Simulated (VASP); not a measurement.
Input of a VASP 6.6.1 run:

File INCAR:

```
PREC = Accurate ; ENCUT = 520
EDIFF = 1E-6 ; ISMEAR = 0
SIGMA = 0.05 ; LREAL = False
LASPH = True ; NELM = 60
ALGO = Normal ; ISIF = 2
LWAVE = False ; LCHARG = False
GGA = PE ; NBANDS = 36
ISYM = 0
```

KPOINTS

```
Automatic mesh
0
Gamma
  10 10 2
```

Contents of POSCAR:

```
SiC
1.0
    2.1740000000     -2.1740000000      0.0000000000
    2.1740000000      0.0000000000     -2.1740000000
    9.7830000000      7.6090000000      8.6960000000
Si C
6 6
Direct
    0.6354333333      0.6666666667      0.0624666667
   -0.4479000000      0.0000000000      0.8958000000
    0.2187666667      0.3333333333      0.2291333333
    0.3854333333      0.6666666667      0.5624666667
   -0.1979000000      0.0000000000      0.3958000000
   -0.0312333333      0.3333333333      0.7291333333
    0.4479333333      0.6666666667      0.4374666667
    0.8646000000      1.0000000000      0.2708000000
    0.0312666667      0.3333333333      0.6041333333
    0.1979333333      0.6666666667      0.9374666667
   -0.3854000000      0.0000000000      0.7708000000
    0.2812666667      0.3333333333      0.1041333333
```

Potentials or basis: VASP PAW PBE potentials, release 64 (Si, C).

Run with:

```sh
$ cat potpaw_PBE.64/Si/POTCAR potpaw_PBE.64/C/POTCAR > POTCAR
$ mpirun -np 1 vasp_std > vasp.out
```

Estimate the pressure.

3.4 GPa.

Estimate the largest force.

0.955 eV/Å.

Predict the band gap on the k mesh.

1.06 eV, indirect (least direct gap 1.86 eV).

Stress tensor (GPa, compression positive):
```
0.28 2.04 2.08
2.04 0.28 2.08
2.08 2.08 9.67
```

A k mesh can miss the band edges. PBE gaps usually lie below the measured ones, often by a third to a half.
